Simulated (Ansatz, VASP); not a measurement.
One calculation of HfO2, two programs

```
Hf O
1.0
     0.00000    2.55750    2.55750
     2.55750    0.00000    2.55750
     2.55750    2.55750    0.00000
Hf O
1 2
Direct
  0.00000 0.00000 0.00000
  0.75000 0.75000 0.75000
  0.25000 0.25000 0.25000
```

Alike in both runs: task relaxation of cell and atoms; functional PBE; k mesh 9 × 9 × 9; occupations fermi-dirac, width 0.05 eV; no spin polarisation; Hubbard terms Hf d U = 6.0 eV.

|  | VASP | Ansatz |
| --- | --- | --- |
| version | VASP 6.6.1 | Ansatz 0.2.0 |
| potentials or method | VASP PAW PBE potentials, release 64 (Hf_pv, O) | Ansatz PAW |
| plane-wave cutoff (eV) | 600 | 420 |
| valence electrons in the cell | 22 | 38 |

|  | VASP | Ansatz | Ansatz less VASP |
| --- | --- | --- | --- |
| gap on the k mesh at the Fermi level, each at its own relaxed structure (eV) | 4.47 | 4.89 | +0.416 |
| relaxed volume (Å³/atom) | 11.61 | 11.47 | -0.140 |
| relaxed length of the cell vector where the two differ most in proportion (Å) | 3.666 | 3.651 | -0.0148 |

The programs project onto different local orbitals, so the same U acts differently, and such runs can settle in different states. VASP's potentials hold 22 valence electrons a cell and Ansatz's 38, so a difference there can come from the potentials and not from the codes.

Neither program's run includes spin-orbit coupling. Noted on Ansatz's run: odd divisions of the mesh miss points on the zone boundary, where band edges often lie, so the gap on the mesh can be too wide; the plane-wave basis is chosen anew once the cell has moved, so the energies of steps on either side of that aren't comparable.
